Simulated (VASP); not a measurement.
The system is AlIn2.

```
Al In
1.0
     0.00000    2.99897    2.99897
     2.99897    0.00000    2.99897
     2.99897    2.99897    0.00000
Al In
1 2
Direct
  0.00000 0.00000 0.00000
  0.25000 0.25000 0.25000
  0.75000 0.75000 0.75000
```

```yaml
Program: VASP 6.6.1
Task: relaxation of cell and atoms
Functional: PBE
Potentials_or_basis: VASP PAW PBE potentials, release 64 (Al, In_d)
Cutoff: 600 eV
k_mesh: 6 × 6 × 6
Occupations: gaussian, width 0.1 eV
Spin: no spin polarisation
```

At the start: pressure 37.2 GPa; volume 17.98 Å³/atom.

Task: Where does the relaxation end?

Result: Over 4 steps the energy falls by 669.0 meV/atom and the volume is 26.56 Å³/atom (+47.7 %); space group Fm-3m (No. 225, to 0.05 Å).

Step by step:
```
step  energy change (eV)  largest force (eV/Å)  pressure (GPa)  volume (Å³)
   1              0.0000                0.0000           37.22        53.94
   2             -1.7796                0.0000           -4.39        93.57
   3             -2.0035                0.0000            0.77        77.80
   4             -2.0071                0.0000           -0.15        79.69
```

Final structure:
```cif
data_structure
_symmetry_space_group_name_H-M 'P 1'
_symmetry_Int_Tables_number 1
_cell_length_a 4.8304
_cell_length_b 4.8304
_cell_length_c 4.8304
_cell_angle_alpha 60.000
_cell_angle_beta 60.000
_cell_angle_gamma 60.000
_cell_volume 79.69
loop_
_atom_site_label
_atom_site_type_symbol
_atom_site_fract_x
_atom_site_fract_y
_atom_site_fract_z
_atom_site_occupancy
Al1 Al 0.00000 0.00000 0.00000 1
In1 In 0.25000 0.25000 0.25000 1
In2 In 0.75000 0.75000 0.75000 1
```

Caveat: the volume moved by over 15 % at a fixed basis, so the end points are rough.
